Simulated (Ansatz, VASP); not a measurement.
**One calculation of BaTe, two programs**

```
Ba Te
1.0
     0.00000    3.49670    3.49670
     3.49670    0.00000    3.49670
     3.49670    3.49670    0.00000
Ba Te
1 1
Direct
  0.00000 0.00000 0.00000
  0.50000 0.50000 0.50000
```

Alike in both runs: task single point; functional PBE; k mesh 6 × 6 × 6; no spin polarisation.

|  | VASP | Ansatz |
| --- | --- | --- |
| version | VASP 6.6.1 | Ansatz 0.2.0 |
| potentials or method | VASP PAW PBE potentials, release 64 (Ba_sv, Te) | plane waves, PAW |
| plane-wave cutoff (eV) | 520 | 420 |
| occupations | gaussian, width 0.01 eV | fixed |
| valence electrons in the cell | 16 | 26 |

Ansatz gave:

```
gap on the k mesh at the Fermi level (eV) : 1.60
pressure (GPa)                            : 0.9
```

Question: Estimate VASP's values.

Answer: gap on the k mesh at the Fermi level (eV): 1.51; pressure (GPa): 1.3.

VASP's potentials hold 16 valence electrons a cell and Ansatz's 26, so a difference there can come from the potentials and not from the codes.

Spin-orbit coupling is off throughout.
